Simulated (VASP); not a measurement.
# Rb2TiAgC6N6 (Fm-3m) in VASP: single point with PBE

Aim: the single point of Rb2TiAgC6N6 with PBE.

Everything below comes from runs of VASP 6.6.1. Logs are shortened: lines on timing, memory, paths and dates and some standing lists are left out, and cuts for length are marked.

**1. The cell of the first run**

It takes space group Fm-3m (No. 225, cubic). Conventional cell: a = 10.456 Å, b = 10.456 Å, c = 10.456 Å, α = 90.00°, β = 90.00°, γ = 90.00°. Within 4.9 Å of Rb (site symmetry -43m) lie 12 N at 3.73 Å and 12 C at 3.76 Å and 4 Ti at 4.53 Å and 4 Ag at 4.53 Å. Within 2.6 Å of Ti (site symmetry m-3m) lie 6 C at 1.94 Å. Within 2.8 Å of Ag (site symmetry m-3m) lie 6 N at 2.12 Å. Within 1.6 Å of C (site symmetry 4mm) lie 1 N at 1.17 Å. N (site symmetry 4mm) has 1 C at 1.17 Å within 1.6 Å.

**2. Single point, PBE, collinear spin**

The input, INCAR:

```
SYSTEM = Rb2TiAgC6N6
  PREC = Accurate
  ENCUT = 520
  EDIFF = 1E-6
  ISMEAR = 0
  SIGMA = 0.1
  LREAL = Auto
  LASPH = .TRUE.
  NELM = 150
  ALGO = Normal
  ISIF = 2
  LWAVE = .FALSE.
  LCHARG = .FALSE.
  ISPIN = 2
  MAGMOM = 0 0 1 0 0 0 0 0 0 0 0 0 0 0 0 0
  LORBIT = 11
  LMAXMIX = 4
  GGA = PE
  NBANDS = 66
```

The input, KPOINTS:

```
regular mesh
0
G
  4 4 4
  0 0 0
```

The input, POSCAR:

```
Rb2TiAgC6N6
1.0
    0.0000000000      5.2280000000      5.2280000000
    5.2280000000      0.0000000000      5.2280000000
    5.2280000000      5.2280000000      0.0000000000
Rb Ti Ag C N
2 1 1 6 6
Direct
    0.2500000000      0.2500000000      0.2500000000
    0.7500000000      0.7500000000      0.7500000000
    0.0000000000      0.0000000000      0.0000000000
    0.5000000000      0.5000000000      0.5000000000
    0.8146518700      0.1853481300      0.1853481300
    0.1853481300      0.8146518700      0.1853481300
    0.1853481300      0.1853481300      0.8146518700
    0.1853481300      0.8146518700      0.8146518700
    0.8146518700      0.1853481300      0.8146518700
    0.8146518700      0.8146518700      0.1853481300
    0.7027544000      0.2972456000      0.2972456000
    0.2972456000      0.7027544000      0.2972456000
    0.2972456000      0.2972456000      0.7027544000
    0.2972456000      0.7027544000      0.7027544000
    0.7027544000      0.2972456000      0.7027544000
    0.7027544000      0.7027544000      0.2972456000
```

Potentials or basis: VASP PAW PBE potentials, release 64 (Rb_sv, Ti_sv, Ag, C, N).

On the command line:

```sh
$ cat potpaw_PBE.64/Rb_sv/POTCAR potpaw_PBE.64/Ti_sv/POTCAR potpaw_PBE.64/Ag/POTCAR potpaw_PBE.64/C/POTCAR potpaw_PBE.64/N/POTCAR > POTCAR
$ mpirun -np 1 vasp_std > vasp.out
```

OUTCAR:

```text
SYSTEM = Rb2TiAgC6N6
   PREC = Accurate
   ENCUT = 520
   EDIFF = 1E-6
   ISMEAR = 0
   LREAL = Auto
   LASPH = .TRUE.
   NELM = 150
   ISIF = 2
   ISPIN = 2
   LORBIT = 11
   GGA = PE

 ion  position               nearest neighbor table
   1  0.250  0.250  0.250-  11 3.73  12 3.73  13 3.73  13 3.73  14 3.73  15 3.73  12 3.73  14 3.73
                            16 3.73  11 3.73  15 3.73  16 3.73   5 3.76   9 3.76  10 3.76   6 3.76
   2  0.750  0.750  0.750-  12 3.73  13 3.73  14 3.73  11 3.73  13 3.73  15 3.73  11 3.73  12 3.73
                            16 3.73  14 3.73  15 3.73  16 3.73   8 3.76   9 3.76  10 3.76   5 3.76
   3  0.000  0.000  0.000-   5 1.94   6 1.94   7 1.94   8 1.94   9 1.94  10 1.94
   4  0.500  0.500  0.500-  11 2.12  12 2.12  13 2.12  14 2.12  15 2.12  16 2.12   1 4.53   1 4.53
                             1 4.53   2 4.53   1 4.53   2 4.53   2 4.53   2 4.53
   5  0.815  0.185  0.185-  11 1.17   3 1.94   1 3.76   2 3.76   2 3.76   1 3.76
   6  0.185  0.815  0.185-  12 1.17   3 1.94   1 3.76   2 3.76   2 3.76   1 3.76
   7  0.185  0.185  0.815-  13 1.17   3 1.94   1 3.76   2 3.76   2 3.76   1 3.76
   8  0.185  0.815  0.815-  14 1.17   3 1.94   2 3.76   2 3.76   1 3.76   1 3.76
   9  0.815  0.185  0.815-  15 1.17   3 1.94   2 3.76   2 3.76   1 3.76   1 3.76
  10  0.815  0.815  0.185-  16 1.17   3 1.94   2 3.76   2 3.76   1 3.76   1 3.76
  11  0.703  0.297  0.297-   5 1.17   4 2.12   1 3.73   1 3.73   2 3.73   2 3.73
  12  0.297  0.703  0.297-   6 1.17   4 2.12   1 3.73   1 3.73   2 3.73   2 3.73
  13  0.297  0.297  0.703-   7 1.17   4 2.12   1 3.73   1 3.73   2 3.73   2 3.73
  14  0.297  0.703  0.703-   8 1.17   4 2.12   2 3.73   1 3.73   1 3.73   2 3.73
  15  0.703  0.297  0.703-   9 1.17   4 2.12   2 3.73   1 3.73   1 3.73   2 3.73
  16  0.703  0.703  0.297-  10 1.17   4 2.12   2 3.73   1 3.73   1 3.73   2 3.73

  LATTYP: Found a face centered cubic cell.
 ALAT       =    10.4560000000

  Lattice vectors:

 A1 = (   0.0000000000,   5.2280000000,   5.2280000000)
 A2 = (   5.2280000000,   0.0000000000,   5.2280000000)
 A3 = (   5.2280000000,   5.2280000000,   0.0000000000)

Analysis of symmetry for initial positions (statically):
=====================================================================
 Subroutine PRICEL returns:
 Original cell was already a primitive cell.

 Routine SETGRP: Setting up the symmetry group for a
 face centered cubic supercell.

 Subroutine GETGRP returns: Found 48 space group operations
 (whereof 48 operations were pure point group operations)
 out of a pool of 48 trial point group operations.

The static configuration has the point symmetry O_h .

Analysis of symmetry for dynamics (positions and initial velocities):
=====================================================================
 Subroutine PRICEL returns:
 Original cell was already a primitive cell.

 Routine SETGRP: Setting up the symmetry group for a
 face centered cubic supercell.

 Subroutine GETGRP returns: Found 48 space group operations
 (whereof 48 operations were pure point group operations)
 out of a pool of 48 trial point group operations.

The dynamic configuration has the point symmetry O_h .

Analysis of structural, dynamic, and magnetic symmetry:
=====================================================================
 Subroutine PRICEL returns:
 Original cell was already a primitive cell.

 Routine SETGRP: Setting up the symmetry group for a
 face centered cubic supercell.

 Subroutine GETGRP returns: Found 48 space group operations
 (whereof 48 operations were pure point group operations)
 out of a pool of 48 trial point group operations.

The overall configuration has the point symmetry O_h .

 Subroutine INISYM returns: Found 48 space group operations
 (whereof 48 operations are pure point group operations),
 and found     1 'primitive' translations

----------------------------------------------------------------------------------------

                                     Primitive cell

  volume of cell :     285.7832

  direct lattice vectors                    reciprocal lattice vectors
     0.000000000  5.228000000  5.228000000    -0.095638868  0.095638868  0.095638868
     5.228000000  0.000000000  5.228000000     0.095638868 -0.095638868  0.095638868
     5.228000000  5.228000000  0.000000000     0.095638868  0.095638868 -0.095638868
[... 84 lines left out ...]
   NGXF,Y,Z  is equivalent  to a cutoff of  25.18, 25.18, 25.18 a.u.
 SYSTEM =  Rb2TiAgC6N6
   PREC   = accura    normal or accurate (medium, high low for compatibility)
   ISTART =      0    job   : 0-new  1-cont  2-samecut
   ICHARG =      2    charge: 1-file 2-atom 10-const
   ISPIN  =      2    spin polarized calculation?
   LNONCOLLINEAR =      F non collinear calculations
   LSORBIT =      F    spin-orbit coupling
   LASPH  =      T    aspherical Exc in radial PAW
   ENCUT  =  520.0 eV  38.22 Ry    6.18 a.u.  13.75 13.75 13.75*2*pi/ulx,y,z
   NELM   =    150;   NELMIN=  2; NELMDL= -5     # of ELM steps
   EDIFF  = 0.1E-05   stopping-criterion for ELM
   LREAL  =      T    real-space projection
   EDIFFG = 0.1E-04   stopping-criterion for IOM
   NSW    =      0    number of steps for IOM
   IBRION =     -1    ionic relax: 0-MD 1-quasi-New 2-CG
   NFREE  =      0    steps in history (QN), initial steepest desc. (CG)
   ISIF   =      2    stress and relaxation
   ISYM   =      2    0-nonsym 1-usesym 2-fastsym
   POTIM  = 0.5000    time-step for ionic-motion
   TEBEG  =    0.0;   TEEND  =   0.0 temperature during run
   PSTRESS=    0.0 pullay stress
   NELECT =      95.0000    total number of electrons
   NUPDOWN=      -1.0000    fix difference up-down
   EMIN   =  10.00;   EMAX   =-10.00  energy-range for DOS
   EFERMI =   0.00;   METHOD = LEGACY
   ISMEAR =     0;   SIGMA  =   0.10  broadening in eV -4-tet -1-fermi 0-gaus
   EFERMI_NEDOS =   21; number of points for ismear=-14 and -15
   IALGO  =     38    algorithm
   IMIX   =      4    mixing-type and parameters
     AMIX     =   0.40;   BMIX     =  1.00
     AMIX_MAG =   1.60;   BMIX_MAG =  1.00
  volume/ion in A,a.u.               =      17.86       120.54
  Fermi-wavevector in a.u.,A,eV,Ry     =   1.134063  2.143068 17.498433  1.286099
  Thomas-Fermi vector in A             =   2.270766
   LORBIT       =     11    0 simple, 1 ext, 2 COOP (PROOUT), +10 PAW based schemes
   GGA     = PE    functional components
   LHFCALC =     F    Hartree Fock is set to
   AEXX    =    0.0000 exact exchange contribution
   IVDW    =     0    specifies the selected vdW correction
   LEPSILON=     F    determine dielectric tensor
   LRPA    =     F    only Hartree local field effects (RPA)
 spin polarized calculation
 Gauss-broadening in eV      SIGMA  =   0.10
  energy-cutoff  :      520.00
  volume of cell :      285.78
 maximum number of plane-waves:      7727
 NGX is ok and might be reduce to    56
   NGX = 27   NGY = 27   NGZ = 27

 number of electron      95.0000001 magnetization       1.3628187

 Free energy of the ion-electron system (eV)
  ---------------------------------------------------
  ext. energy  EPLUGINS =         0.00000000
  ---------------------------------------------------
  free energy    TOTEN  =      -111.81433153 eV

  energy without entropy =     -111.70186328  energy(sigma->0) =     -111.75809740

 E-fermi :   1.9395     XC(G=0):  -8.2425

 val. band max:        1.9394447828   @ k =   0.2500   0.2500   0.0000
 cond. band min:       1.9451995111   @ k =  -0.2500   0.5000   0.2500
 fundamental gap:      0.0057547283
 Fermi energy:         1.9395300492

 spin component 1

 k-point     1 :       0.0000    0.0000    0.0000
  band No.  band energies     occupation
      1     -54.3192      1.00000
      2     -30.7752      1.00000
      3     -30.7752      1.00000
      4     -30.7752      1.00000
      5     -25.7665      1.00000
      6     -25.7640      1.00000
[... 485 lines left out ...]
     58       6.2653      0.00000
     59       7.0032      0.00000
 Fermi energy:         1.9395300492

 spin component 2

 k-point     1 :       0.0000    0.0000    0.0000
  band No.  band energies     occupation
      1     -53.7109      1.00000
      2     -30.1572      1.00000
      3     -30.1572      1.00000
      4     -30.1572      1.00000
      5     -25.7663      1.00000
      6     -25.7638      1.00000
[... 485 lines left out ...]
     58       6.3090      0.00000
     59       7.0451      0.00000
 [bands above 59 left out]

------------------------ aborting loop because EDIFF is reached ----------------------------------------

  FORCE on cell =-STRESS in cart. coord.  units (eV):
  Direction    XX          YY          ZZ          XY          YZ          ZX
  --------------------------------------------------------------------------------------
  -------------------------------------------------------------------------------------
  Total       28.6213105     28.6213105     28.6213105      0.0000000      0.0000000     -0.0000000
  in kB      160.4587357    160.4587357    160.4587357      0.0000000      0.0000000     -0.0000000
  external PRESSURE =     160.4587357 kB  Pullay stress =       0.0000000 kB

 VOLUME and BASIS-vectors are now :
 -----------------------------------------------------------------------------
  energy-cutoff  :      520.00
  volume of cell :      285.78
      direct lattice vectors                 reciprocal lattice vectors
     0.000000000  5.228000000  5.228000000    -0.095638868  0.095638868  0.095638868
     5.228000000  0.000000000  5.228000000     0.095638868 -0.095638868  0.095638868
     5.228000000  5.228000000  0.000000000     0.095638868  0.095638868 -0.095638868

 POSITION                                       TOTAL-FORCE (eV/Angst)
 -----------------------------------------------------------------------------------
      2.61400      2.61400      2.61400         0.000000     -0.000000      0.000000
      7.84200      7.84200      7.84200        -0.000000     -0.000000     -0.000000
      0.00000      0.00000      0.00000        -0.000000     -0.000000      0.000000
      5.22800      5.22800      5.22800        -0.000000     -0.000000     -0.000000
      1.93800      5.22800      5.22800         2.114659     -0.000000      0.000000
      5.22800      1.93800      5.22800         0.000000      2.114659      0.000000
[... 8 lines left out ...]
      5.22800      7.34800      5.22800         0.000000      0.533003      0.000000
      5.22800      5.22800      7.34800         0.000000     -0.000000      0.533003
 -----------------------------------------------------------------------------------
    total drift:                                0.000000      0.000000      0.000000

  FREE ENERGIE OF THE ION-ELECTRON SYSTEM (eV)
  ---------------------------------------------------
  free  energy   TOTEN  =      -111.8143315270 eV

  energy  without entropy=     -111.7018632823  energy(sigma->0) =     -111.75809740

 total charge

# of ion       s       p       d       tot
------------------------------------------
    1        1.931   5.355   0.007   7.292
    2        1.931   5.355   0.007   7.292
    3        2.290   6.485   2.184  10.959
    4        0.352   0.487   9.198  10.037
    5        0.987   1.677   0.000   2.664
    6        0.987   1.677   0.000   2.664
[... 8 lines left out ...]
   15        1.323   2.563   0.000   3.887
   16        1.323   2.563   0.000   3.887
--------------------------------------------------
tot         20.367  43.124  11.395  74.886

 magnetization (x)

# of ion       s       p       d       tot
------------------------------------------
    1       -0.000   0.000   0.000   0.000
    2       -0.000   0.000   0.000   0.000
    3        0.006   0.010   0.657   0.673
    4       -0.002  -0.002  -0.069  -0.072
    5       -0.004  -0.008   0.000  -0.013
    6       -0.004  -0.008   0.000  -0.013
[... 8 lines left out ...]
   15       -0.000   0.061   0.000   0.061
   16       -0.000   0.061   0.000   0.061
--------------------------------------------------
tot         -0.021   0.325   0.589   0.893
```

Wall time 24 min (1 thread of Intel Xeon Platinum 8259CL at 2.50GHz (Skylake/Cascade Lake), shared host); peak memory 0.69 GiB.

What came out:

| Item | Value |
| --- | --- |
| Free energy | -111.8143 eV |
| Pressure | 16.0 GPa |
| Largest force | 2.115 eV/Å |
| Net moment | 1.36 μB per cell |
| Site moments | Rb +0.00; Ti +0.67; Ag -0.07; C -0.01; N +0.06 μB |
| Valence electrons inside the program's atomic spheres | Rb 7.29; Ti 10.96; Ag 10.04; C 2.66; N 3.89 |

Forces on the atoms (eV/Å):
```
Rb   0.000  0.000  0.000
Rb   0.000  0.000  0.000
Ti   0.000  0.000  0.000
Ag   0.000  0.000  0.000
C    2.115  0.000  0.000
C    0.000  2.115  0.000
C    0.000  0.000  2.115
C   -2.115  0.000  0.000
C    0.000 -2.115  0.000
C    0.000  0.000 -2.115
N   -0.533  0.000  0.000
N    0.000 -0.533  0.000
N    0.000  0.000 -0.533
N    0.533  0.000  0.000
N    0.000  0.533  0.000
N    0.000  0.000  0.533
```

Levels at points of the mesh, in eV from the Fermi level:
Spin up:
```csv
k point,band 45,band 46,band 47,band 48,band 49,band 50,band 51,band 52,band 53,band 54
"(0.00, 0.00, 0.00)",-3.49,-0.17,-0.17,-0.01,-0.01,-0.01,2.65,3.24,3.24,3.24
"(0.50, 0.00, 0.00)",-2.82,-0.17,-0.07,-0.07,-0.01,-0.01,3.42,3.62,3.62,3.90
"(0.50, 0.50, 0.00)",-2.83,-0.16,-0.12,0.01,0.21,0.21,3.27,3.64,3.64,3.76
```
Spin down:
```
           k point  band 45  band 46  band 47  band 48  band 49  band 50
(0.00, 0.00, 0.00)    -3.45    -0.20    -0.20     0.44     0.44     0.44
(0.50, 0.00, 0.00)    -2.80    -0.04    -0.04     0.30     0.42     0.42
(0.50, 0.50, 0.00)    -2.82    -0.19    -0.16     0.47     0.72     0.72
```

Caveat: the cell stands under pressure; forces of over 1 eV/Å act on the atoms, so gaps and moduli don't describe the material at rest.
